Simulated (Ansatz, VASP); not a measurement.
## LiH: VASP beside Ansatz

File INCAR:

```
SYSTEM = LiH
  PREC = Accurate
  ENCUT = 520
  EDIFF = 1E-6
  ISMEAR = 0
  SIGMA = 0.05
  LREAL = .FALSE.
  LASPH = .TRUE.
  NELM = 60
  ALGO = Normal
  ISIF = 2
  LWAVE = .FALSE.
  LCHARG = .TRUE.
  GGA = PE
  LELF = .TRUE.
  LVHAR = .TRUE.
  NBANDS = 9
```

File KPOINTS:

```
regular mesh
0
G
  14 14 14
  0 0 0
```

POSCAR

```
LiH
1.0
    0.0000000000      2.0312187514      2.0312187514
    2.0312187514      0.0000000000      2.0312187514
    2.0312187514      2.0312187514      0.0000000000
Li H
1 1
Direct
    0.0000000000      0.0000000000      0.0000000000
    0.5000000000      0.5000000000      0.5000000000
```

Input for Ansatz:

```yaml
crystal:
  lattice:
    - [0.0, 2.0312187514, 2.0312187514]
    - [2.0312187514, 0.0, 2.0312187514]
    - [2.0312187514, 2.0312187514, 0.0]
  atoms:
    - { symbol: Li, position: [0.0, 0.0, 0.0] }
    - { symbol: H, position: [0.5, 0.5, 0.5] }
basis:
  ecutwfc: 420
  ecutrho_ratio: 4
kpoints:
  mp_grid: { grid: [14, 14, 14] }
hamiltonian:
  xc: pbe
scf:
  occupations: { method: gaussian, width: 0.05 }
output:
  forces: true
  stress: true
  eigenvalues: true
```

Alike in both runs: task single point; functional PBE; k mesh 14 × 14 × 14; occupations gaussian, width 0.05 eV; no spin polarisation.

|  | VASP | Ansatz |
| --- | --- | --- |
| version | VASP 6.6.1 | Ansatz 0.2.0 |
| potentials or method | VASP PAW PBE potentials, release 64 (Li_sv, H), cutoff 520 eV | scalar-relativistic, plane waves, PAW |
| valence electrons in the cell | 4 | 4 |

```tsv
	VASP	Ansatz	Ansatz less VASP
gap on the k mesh at the Fermi level (eV)	3.01	3.01	+0.007
least direct gap on the mesh (eV)	3.01	3.01	+0.007
```

Noted on VASP's run: the cutoff is under 1.25 times that of the potentials, so the pressure is a little rough.
